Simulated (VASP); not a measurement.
A run of VASP 6.6.1:

The input INCAR:

```
SYSTEM = Se
ALGO = Normal
EDIFF = 1E-6
ENCUT = 520
GGA = PE
ISIF = 2
ISMEAR = 0
LASPH = .True.
LCHARG = .False.
LREAL = .False.
LWAVE = .False.
NBANDS = 13
NELM = 60
PREC = Accurate
SIGMA = 0.1
```

KPOINTS

```
k-points
0
Gamma
  5 5 5
  0 0 0
```

POSCAR

```
Se
1.0
    0.0000000000      3.1255665700      3.1255665700
    3.1255665700      0.0000000000      3.1255665700
    3.1255665700      3.1255665700      0.0000000000
Se
2
Direct
    0.5000000000      0.5000000000      0.5000000000
    0.7500000000      0.7500000000      0.7500000000
```

Potentials or basis: VASP PAW PBE potentials, release 64 (Se).

Run with:

```sh
$ cat potpaw_PBE.64/Se/POTCAR > POTCAR
$ mpirun -np 1 vasp_std > vasp.out
```

Hardware: 1 thread of AMD EPYC 9R14 (Zen 4), with other jobs on the host.

Problem. How long does it take, and how much memory?

Solution. It took 8.8 s on 1 thread of AMD EPYC 9R14 (Zen 4) (shared host), peak memory 0.16 GiB. Counts: scf iterations 10, k points 10.
